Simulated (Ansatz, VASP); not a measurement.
**One calculation of CO2, two programs**

The input INCAR:

```
PREC = Accurate ; ENCUT = 520
EDIFF = 1E-6 ; ISMEAR = 1
SIGMA = 0.02 ; LREAL = False
LASPH = True ; NELM = 80
ALGO = Normal ; ISIF = 2
LWAVE = False ; LCHARG = True
GGA = PS ; LELF = True
LVHAR = True ; NBANDS = 25
```

KPOINTS

```
regular mesh
0
Gamma
  7 7 7
```

Contents of POSCAR:

```
CO2
1.0
   -1.9747300000      1.9747300000      3.0140600000
    1.9747300000     -1.9747300000      3.0140600000
    1.9747300000      1.9747300000     -3.0140600000
C O
2 4
Direct
    0.7500000000      0.2500000000      0.5000000000
    0.0000000000      0.0000000000      0.0000000000
    0.7098000000      0.1250000000      0.0848000000
    0.0402000000      0.6250000000      0.9152000000
    0.3750000000      0.2902000000      0.4152000000
    0.8750000000      0.9598000000      0.5848000000
```

Input for Ansatz:

```yaml
crystal:
  lattice:
    - [-1.97473, 1.97473, 3.01406]
    - [1.97473, -1.97473, 3.01406]
    - [1.97473, 1.97473, -3.01406]
  atoms:
    - { symbol: C, position: [0.75, 0.25, 0.5] }
    - { symbol: C, position: [0.0, 0.0, 0.0] }
    - { symbol: O, position: [0.7098, 0.125, 0.0848] }
    - { symbol: O, position: [0.0402, 0.625, 0.9152] }
    - { symbol: O, position: [0.375, 0.2902, 0.4152] }
    - { symbol: O, position: [0.875, 0.9598, 0.5848] }
basis:
  ecutwfc: 557.833418042754
kpoints:
  mp_grid:
    grid: [7, 7, 7]
hamiltonian:
  xc: pbesol
scf:
  convergence:
    dr2_threshold: 1.0e-08
  occupations:
    method: cold
    width: 0.02
output:
  stress: true
```

Alike in both runs: task single point; functional PBEsol; k mesh 7 × 7 × 7; no spin polarisation.

|  | VASP | Ansatz |
| --- | --- | --- |
| version | VASP 6.6.1 | Ansatz 0.2.0 |
| potentials or method | VASP PAW PBE potentials, release 64 (C, O), cutoff 520 eV | plane waves, PAW |
| occupations | methfessel-paxton of order 1, width 0.02 eV | cold, width 0.02 eV |
| valence electrons in the cell | 32 | 32 |

|  | VASP | Ansatz | Ansatz less VASP |
| --- | --- | --- | --- |
| pressure (GPa) | -4.9 | -6.6 | -1.66 |
| traceless stress, the component that is largest in VASP (GPa) | -1.15 | -1.00 | +0.146 |

VASP's potentials were made for PBE, not for PBEsol. Ansatz's warnings: stress scf threshold loose.
